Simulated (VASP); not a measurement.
# Al2Cu (I4/mcm) in VASP: notebook, part 2 of 2

VASP 6.6.1.

## (4) Relaxation of cell and atoms, PBE

This run uses another cell than the first one, of 14.35 Å³/atom, 0.953 times its volume.

INCAR

```
PREC = Accurate
ENCUT = 600
EDIFF = 1E-6
ISMEAR = 0
SIGMA = 0.1
LREAL = False
LASPH = True
NELM = 100
ALGO = Normal
ISIF = 3
LWAVE = False
LCHARG = False
GGA = PE
IBRION = 2
NSW = 100
EDIFFG = -0.005
```

KPOINTS

```
Automatic mesh
0
Gamma
  10 10 10
```

POSCAR

```
Al2Cu
1.0
   -2.9988978291      2.9988978291      2.3927372905
    2.9988978291     -2.9988978291      2.3927372905
    2.9988978291      2.9988978291     -2.3927372905
Al Cu
4 2
Direct
    0.8413930800      0.6586069200      0.5000000000
    0.6586069200      0.1586069200      0.8172138300
    0.3413930800      0.8413930800      0.1827861700
    0.1586069200      0.3413930800      0.5000000000
    0.2500000000      0.2500000000      0.0000000000
    0.7500000000      0.7500000000      0.0000000000
```

Command:

```bash
$ cat potpaw_PBE.64/Al/POTCAR potpaw_PBE.64/Cu/POTCAR > POTCAR
$ mpirun -np 1 vasp_std > vasp.out
```

Run time: 40 min. Hardware: 1 thread of AMD EPYC 7R43 (Zen 3), shared host; peak memory 0.34 GiB.

The run converged. Its results:

```
Free energy                            : -23.3896 eV
Relaxed volume                         : 14.94 Å³/atom
Relaxed cell                           : a = 4.931 Å, b = 4.931 Å, c = 4.931 Å, α = 104.21°, β = 104.21°, γ = 120.61°
Space group after relaxing (to 0.05 Å) : I4/mcm (No. 140)
Energy gained by relaxing              : 8.3 meV/atom
Ionic steps                            : 13
Pressure after relaxing                : 0.0 GPa
Largest force after relaxing           : 0.003 eV/Å
Band gap on the k mesh                 : zero (band 17 reaches 10.49 eV, above the bottom of band 18 at 6.18 eV)
```

Forces on the atoms (eV/Å):
```
Al  -0.002  0.002  0.000
Al  -0.002 -0.002  0.000
Al   0.002  0.002  0.000
Al   0.002 -0.002  0.000
Cu   0.000  0.000  0.000
Cu   0.000  0.000  0.000
```

Step by step:
| step | energy change (eV) | largest force (eV/Å) | pressure (GPa) | volume (Å³) |
| --- | --- | --- | --- | --- |
| 1 | 0.0000 | 0.0547 | 4.22 | 86.08 |
| 2 | -0.0443 | 0.0207 | -1.46 | 90.86 |
| 3 | -0.0492 | 0.0051 | 0.14 | 89.69 |
| 4 | -0.0491 | 0.0068 | -0.21 | 89.83 |
| 5 | -0.0497 | 0.0143 | -0.20 | 89.80 |
| 6 | -0.0499 | 0.0198 | -0.17 | 89.78 |
| 7 | -0.0500 | 0.0103 | 0.10 | 89.55 |
| 8 | -0.0500 | 0.0121 | 0.07 | 89.59 |
| 9 | -0.0500 | 0.0131 | 0.02 | 89.62 |
| 10 | -0.0500 | 0.0124 | -0.04 | 89.60 |
| 11 | -0.0500 | 0.0120 | -0.01 | 89.60 |
| 12 | -0.0500 | 0.0083 | 0.06 | 89.60 |
| 13 | -0.0500 | 0.0032 | 0.00 | 89.63 |

Final structure:
```cif
data_structure
_symmetry_space_group_name_H-M 'P 1'
_symmetry_Int_Tables_number 1
_cell_length_a 4.9308
_cell_length_b 4.9308
_cell_length_c 4.9308
_cell_angle_alpha 104.207
_cell_angle_beta 104.207
_cell_angle_gamma 120.607
_cell_volume 89.63
loop_
_atom_site_label
_atom_site_type_symbol
_atom_site_fract_x
_atom_site_fract_y
_atom_site_fract_z
_atom_site_occupancy
Al1 Al 0.84127 0.65873 0.50000 1
Al2 Al 0.65873 0.15873 0.81746 1
Al3 Al 0.34127 0.84127 0.18254 1
Al4 Al 0.15873 0.34127 0.50000 1
Cu1 Cu 0.25000 0.25000 0.00000 1
Cu2 Cu 0.75000 0.75000 0.00000 1
```

Levels at points of the mesh, in eV from the Fermi level:
```
           k point  band 13  band 14  band 15  band 16  band 17  band 18  band 19  band 20  band 21
(0.00, 0.00, 0.00)    -2.88    -1.92    -1.32    -1.17    -1.17    -0.81    -0.37     0.09     1.42
(0.50, 0.00, 0.00)    -3.04    -3.04    -2.57    -2.57     0.25     0.25     4.05     4.05     4.32
(0.50, 0.50, 0.00)    -2.80    -2.76    -1.40    -1.25    -0.98    -0.66     0.80     1.27     4.66
(0.50, 0.50, 0.50)    -3.30    -3.19    -3.19    -1.80     2.57     2.98     2.98     3.33     4.00
```

## (5) Relaxation of cell and atoms, PBE, target pressure 50 GPa, at which the enthalpy is minimised

This run uses another cell than the first one, of 11.60 Å³/atom, 0.771 times its volume.

INCAR

```
SYSTEM = Al2Cu
ALGO = Fast
EDIFF = 1E-6
EDIFFG = -0.008
ENCUT = 600
GGA = PE
IBRION = 2
ISIF = 3
ISMEAR = 0
LASPH = .TRUE.
LCHARG = .FALSE.
LREAL = .FALSE.
LWAVE = .FALSE.
NELM = 80
NSW = 70
PREC = Accurate
PSTRESS = 500.0
SIGMA = 0.1
```

KPOINTS

```
k-points
0
G
  10 10 10
  0 0 0
```

POSCAR

```
Al2Cu
1.0
   -2.7857029189      2.7857029189      2.2429514761
    2.7857029189     -2.7857029189      2.2429514761
    2.7857029189      2.7857029189     -2.2429514761
Al Cu
4 2
Direct
    0.8427333521      0.6572666479      0.5000000000
    0.6572666479      0.1572666479      0.8145332957
    0.3427333521      0.8427333521      0.1854667043
    0.1572666479      0.3427333521      0.5000000000
    0.2500000000      0.2500000000      0.0000000000
    0.7500000000      0.7500000000      0.0000000000
```

Command:

```bash
$ cat potpaw_PBE.64/Al/POTCAR potpaw_PBE.64/Cu/POTCAR > POTCAR
$ mpirun -np 1 vasp_std > vasp.out
```

Wall time 12 min (1 thread of AMD EPYC 9R45 (Zen 5), shared host); peak memory 0.3 GiB.

Results (log left out):

- Free energy: -20.7659 eV
- Relaxed volume: 11.35 Å³/atom
- Relaxed cell: a = 4.500 Å, b = 4.500 Å, c = 4.500 Å, α = 104.16°, β = 104.16°, γ = 120.71°
- Space group after relaxing (to 0.05 Å): I4/mcm (No. 140)
- Energy change on relaxing (the enthalpy is what falls): +73.9 meV/atom
- Ionic steps: 13
- Pressure after relaxing: 50.1 GPa
- Band gap on the k mesh: zero (band 17 reaches 14.35 eV, above the bottom of band 18 at 9.13 eV)

Forces in eV/Å, atoms in the order of the input:
```
Al  -0.002  0.002  0.000
Al  -0.002 -0.002  0.000
Al   0.002  0.002  0.000
Al   0.002 -0.002  0.000
Cu   0.000  0.000  0.000
Cu   0.000  0.000  0.000
```

Step by step:
| step | energy change (eV) | largest force (eV/Å) | pressure (GPa) | volume (Å³) |
| --- | --- | --- | --- | --- |
| 1 | 0.0000 | 0.0749 | 44.02 | 69.62 |
| 2 | 1.4130 | 0.0797 | 63.20 | 65.35 |
| 3 | 0.4365 | 0.0764 | 50.32 | 68.13 |
| 4 | 0.4169 | 0.0767 | 49.76 | 68.19 |
| 5 | 0.4269 | 0.0768 | 49.87 | 68.16 |
| 6 | 0.4272 | 0.0139 | 49.86 | 68.16 |
| 7 | 0.4273 | 0.0047 | 49.76 | 68.16 |
| 8 | 0.4744 | 0.0016 | 50.57 | 68.01 |
| 9 | 0.4438 | 0.0023 | 50.09 | 68.11 |
| 10 | 0.4419 | 0.0025 | 50.00 | 68.11 |
| 11 | 0.4430 | 0.0023 | 50.06 | 68.11 |
| 12 | 0.4431 | 0.0023 | 50.20 | 68.11 |
| 13 | 0.4431 | 0.0024 | 50.06 | 68.11 |

Final structure:
```yaml
crystal:
  lattice:
    - [-2.76562, 2.76562, 2.22611]
    - [2.76562, -2.76562, 2.22611]
    - [2.76562, 2.76562, -2.22611]
  atoms:
    - { symbol: Al, position: [0.84341, 0.65659, 0.50000] }
    - { symbol: Al, position: [0.65659, 0.15659, 0.81318] }
    - { symbol: Al, position: [0.34341, 0.84341, 0.18682] }
    - { symbol: Al, position: [0.15659, 0.34341, 0.50000] }
    - { symbol: Cu, position: [0.25000, 0.25000, 0.00000] }
    - { symbol: Cu, position: [0.75000, 0.75000, 0.00000] }
```

Levels at points of the mesh, in eV from the Fermi level:
| k point | band 14 | band 15 | band 16 | band 17 | band 18 | band 19 | band 20 | band 21 |
| --- | --- | --- | --- | --- | --- | --- | --- | --- |
| (0.00, 0.00, 0.00) | -2.49 | -1.83 | -1.72 | -1.72 | -1.21 | -0.44 | 0.73 | 2.15 |
| (0.50, 0.00, 0.00) | -3.84 | -3.10 | -3.10 | 0.26 | 0.26 | 4.57 | 4.57 | 4.93 |
| (0.50, 0.50, 0.00) | -3.42 | -1.98 | -1.87 | -0.63 | -0.55 | 1.01 | 1.70 | 4.80 |
| (0.50, 0.50, 0.50) | -4.01 | -4.01 | -2.11 | 2.94 | 2.99 | 2.99 | 3.99 | 5.51 |

Caveat: the cell is relaxed towards a set pressure, so the enthalpy falls and the energy may rise.

## (6) Relaxation of cell and atoms, PBE, target pressure 25 GPa, at which the enthalpy is minimised

This run uses another cell than the first one, of 12.49 Å³/atom, 0.830 times its volume.

INCAR

```
PREC = Accurate
ENCUT = 600
EDIFF = 1E-6
ISMEAR = 0
SIGMA = 0.1
LREAL = False
LASPH = True
NELM = 100
ALGO = Fast
ISIF = 3
LWAVE = False
LCHARG = False
GGA = PE
IBRION = 2
NSW = 70
EDIFFG = -0.008
PSTRESS = 250.0
```

KPOINTS

```
Automatic mesh
0
Gamma
  10 10 10
```

POSCAR

```
Al2Cu
1.0
   -2.8536565342      2.8536565342      2.3015037306
    2.8536565342     -2.8536565342      2.3015037306
    2.8536565342      2.8536565342     -2.3015037306
Al Cu
4 2
Direct
    0.8421275857      0.6578724143      0.5000000000
    0.6578724143      0.1578724143      0.8157448286
    0.3421275857      0.8421275857      0.1842551714
    0.1578724143      0.3421275857      0.5000000000
    0.2500000000      0.2500000000      0.0000000000
    0.7500000000      0.7500000000      0.0000000000
```

Potentials or basis: VASP PAW PBE potentials, release 64 (Al, Cu).

Command:

```bash
$ cat potpaw_PBE.64/Al/POTCAR potpaw_PBE.64/Cu/POTCAR > POTCAR
$ mpirun -np 1 vasp_std > vasp.out
```

Wall time 12 min (1 thread of AMD EPYC 9R45 (Zen 5), shared host); peak memory 0.35 GiB.

It converged, with:

```yaml
Free_energy: -22.4425 eV
Relaxed_volume: 12.58 Å³/atom
Relaxed_cell: a = 4.656 Å, b = 4.656 Å, c = 4.656 Å, α = 104.19°, β = 104.19°, γ = 120.64°
Space_group_after_relaxing_to_0.05_Å: I4/mcm (No. 140)
Energy_change_on_relaxing_the_enthalpy_is_what_falls: -13.0 meV/atom
Ionic_steps: 11
Pressure_after_relaxing: 25.0 GPa
Band_gap_on_the_k_mesh: zero (band 17 reaches 12.79 eV, above the bottom of band 18 at 7.94 eV)
```

Stress tensor (GPa, compression positive):
```
25.03  0.00  0.00
 0.00 25.03  0.00
 0.00  0.00 24.93
```

The path:
```
step  energy change (eV)  largest force (eV/Å)  pressure (GPa)  volume (Å³)
   1              0.0000                0.0684           26.42        74.97
   2             -0.1870                0.0100           22.95        76.17
   3             -0.0893                0.0413           24.84        75.52
   4             -0.0846                0.0426           24.96        75.49
   5             -0.0862                0.0420           24.87        75.50
   6             -0.0835                0.0149           24.89        75.49
   7             -0.0801                0.0166           24.89        75.46
   8             -0.0816                0.0026           24.95        75.47
   9             -0.0749                0.0006           25.18        75.43
  10             -0.0770                0.0005           25.12        75.44
  11             -0.0781                0.0010           25.00        75.45
```

Final structure:
```
CELL_PARAMETERS angstrom
-2.86046 2.86046 2.30531
2.86046 -2.86046 2.30531
2.86046 2.86046 -2.30531
ATOMIC_POSITIONS crystal
Al 0.84272 0.65728 0.50000
Al 0.65728 0.15728 0.81455
Al 0.34272 0.84272 0.18545
Al 0.15728 0.34272 0.50000
Cu 0.25000 0.25000 0.00000
Cu 0.75000 0.75000 0.00000
```

Levels at points of the mesh, in eV from the Fermi level:
| k point | band 14 | band 15 | band 16 | band 17 | band 18 | band 19 | band 20 | band 21 |
| --- | --- | --- | --- | --- | --- | --- | --- | --- |
| (0.00, 0.00, 0.00) | -2.27 | -1.65 | -1.51 | -1.51 | -1.06 | -0.24 | 0.27 | 1.90 |
| (0.50, 0.00, 0.00) | -3.53 | -2.89 | -2.89 | 0.25 | 0.25 | 4.41 | 4.41 | 4.69 |
| (0.50, 0.50, 0.00) | -3.18 | -1.76 | -1.63 | -0.72 | -0.66 | 0.95 | 1.56 | 4.76 |
| (0.50, 0.50, 0.50) | -3.69 | -3.69 | -2.00 | 2.78 | 2.99 | 2.99 | 3.73 | 4.94 |

Caveat: the cell is relaxed towards a set pressure, so the enthalpy falls and the energy may rise.

## (7) Overview

| task | cell | cutoff (eV) | gap on the mesh (eV) | pressure (GPa) |
| --- | --- | --- | --- | --- |
| relaxation of cell and atoms | relaxed to -1 GPa from a = 4.943 Å, angles 104.2, 104.2, 120.6°, 6 atoms | 600 | none | -1.0 |
| single point | a = 4.927 Å, angles 104.2, 104.2, 120.6°, 6 atoms | 520 | none | 0.2 |
| relaxation of cell and atoms | relaxed from a = 4.869 Å, angles 104.0, 104.0, 121.1°, 6 atoms | 600 | none | 0.0 |
| relaxation of cell and atoms | relaxed to 50 GPa from a = 4.533 Å, angles 104.2, 104.2, 120.7°, 6 atoms | 600 | none | 50.1 |
| relaxation of cell and atoms | relaxed to 25 GPa from a = 4.646 Å, angles 104.2, 104.2, 120.6°, 6 atoms | 600 | none | 25.0 |

Alike in all rows: level PBE; potentials or basis VASP PAW PBE potentials, release 64 (Al, Cu); no spin polarisation; k mesh 10 × 10 × 10; smearing gaussian 0.1 eV.

Caveats: the cell is relaxed towards a set pressure, so the enthalpy falls and the energy may rise (some runs); the relaxation stopped at its first step, so nothing moved (some runs).

Total energies depend on the potentials used, so only differences within one code and one set of settings carry meaning.
